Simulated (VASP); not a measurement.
SrO:

```
CELL_PARAMETERS angstrom
0.00000 2.48108 2.48108
2.48108 0.00000 2.48108
2.48108 2.48108 0.00000
ATOMIC_POSITIONS crystal
Sr 0.00000 0.00000 0.00000
O 0.50000 0.50000 0.50000
```

This cell differs from its parent crystal: strain -3.8%.

Base run:

```yaml
Program: VASP 6.6.1
Functional: r2SCAN
Potentials_or_basis: VASP PAW PBE potentials, release 64 (Sr_sv, O)
Cutoff: 520 eV
k_mesh: 8 × 8 × 8
Occupations: gaussian, width 0.01 eV
Spin: no spin polarisation
```

Its results: band gap on the k mesh 3.65 eV, direct; pressure 15.2 GPa.

Question: The run is repeated on the same cell with these changes: functional from r2SCAN to PBE; occupations from gaussian, width 0.01 eV to fermi-dirac, width 0.02 eV. What comes out?

Answer: Band gap on the k mesh 3.17 eV, direct; pressure 16.8 GPa.

Caveats: the PAW data sets were made with another functional, which shifts forces and pressure a little (some runs).

A k mesh can miss the band edges.
